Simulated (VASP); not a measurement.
Input of a VASP 6.6.1 run:

Contents of INCAR:

```
PREC = Accurate
ENCUT = 520
EDIFF = 1E-6
ISMEAR = -1
SIGMA = 0.08
LREAL = False
LASPH = True
NELM = 80
ALGO = Normal
ISIF = 2
LWAVE = False
LCHARG = False
LDIPOL = True
IDIPOL = 3
DIPOL = 0.5 0.5 0.500
GGA = CA
NBANDS = 16
```

KPOINTS

```
regular mesh
0
Gamma
  14 14 1
```

POSCAR

```
Al
1.0
    2.8168288156      0.0000000000      0.0000000000
    0.0000000000      2.8168288156      0.0000000000
    0.0000000000      0.0000000000     23.9672000000
Al
5
Direct
    0.0000000000      0.0000000000      0.3311100831
    0.5000000000      0.5000000000      0.4153402534
    0.0000000000      0.0000000000      0.4999999926
    0.5000000000      0.5000000000      0.5846597345
    0.0000000000      0.0000000000      0.6688899364
```

Potentials or basis: VASP PAW LDA potentials, release 64 (Al).

The run is started by

```sh
$ cat potpaw_LDA.64/Al/POTCAR > POTCAR
$ mpirun -np 1 vasp_std > vasp.out
```

Q: Estimate the largest force.

A: 0.006 eV/Å.

Q: What does it give for the band gap on the k mesh?

A: Zero (an odd number of electrons rules out a gap without spin polarisation).

Forces on the atoms (eV/Å):
```
Al   0.000  0.000 -0.006
Al   0.000  0.000  0.004
Al   0.000  0.000  0.000
Al   0.000  0.000 -0.004
Al   0.000  0.000  0.006
```
